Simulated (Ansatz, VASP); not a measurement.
# One calculation of V, two programs

```
V
1.0
    -1.47943    1.47943    1.47943
     1.47943   -1.47943    1.47943
     1.47943    1.47943   -1.47943
V
1
Direct
  0.00000 0.00000 0.00000
```

Alike in both runs: functional PBEsol; k mesh 20 × 20 × 20; occupations gaussian, width 0.1 eV; no spin polarisation.

Ansatz relaxed the structure, and its values are those at the end. VASP's run is a single point on that final structure, the one shown.

|  | VASP | Ansatz |
| --- | --- | --- |
| version | VASP 6.6.1 | Ansatz 0.2.0 |
| potentials or method | VASP PAW PBE potentials, release 64 (V_sv), cutoff 520 eV | scalar-relativistic, plane waves, PAW |
| valence electrons in the cell | 13 | 13 |

|  | VASP | Ansatz | Ansatz less VASP |
| --- | --- | --- | --- |
| gap on the k mesh at the Fermi level (eV) | none | none | - |
| pressure (GPa) | 0.2 | 0.0 | -0.19 |

VASP's potentials were made for PBE, not for PBEsol. A gap of «none» marks a metal or a gap that the smearing closes. With one functional, cell and mesh, what is left measures potentials, basis and numerics.
